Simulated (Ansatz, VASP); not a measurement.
## One calculation of Tc, two programs

```
Tc
1.0
     2.74000    0.00000    0.00000
    -1.37000    2.37291    0.00000
     0.00000    0.00000    4.48596
Tc
2
Direct
  0.66667 0.33333 0.75000
  0.33333 0.66667 0.25000
```

Alike in both runs: functional PBE; k mesh 9 × 9 × 5; occupations fermi-dirac, width 0.05 eV; no spin polarisation.

|  | VASP | Ansatz |
| --- | --- | --- |
| version | VASP 6.6.1 | Ansatz 0.2.0 |
| potentials or method | VASP PAW PBE potentials, release 64 (Tc_pv) | Ansatz PAW earlier set |
| plane-wave cutoff (eV) | 520 | 500 |
| valence electrons in the cell | 26 | 30 |
| task | single point | band structure |

|  | VASP | Ansatz | Ansatz less VASP |
| --- | --- | --- | --- |
| gap on the k mesh at the Fermi level (eV) | none | none | - |
| pressure (GPa) | -3.3 | -2.7 | +0.66 |
| traceless stress, the component that is largest in VASP (GPa) | -6.04 | -6.07 | -0.024 |

A gap of «none» marks a metal or a gap that the smearing closes. The functional is the same, so the differences come from potentials, cutoffs and numerics. VASP's potentials hold 26 valence electrons a cell and Ansatz's 30, so a difference there can come from the potentials and not from the codes.
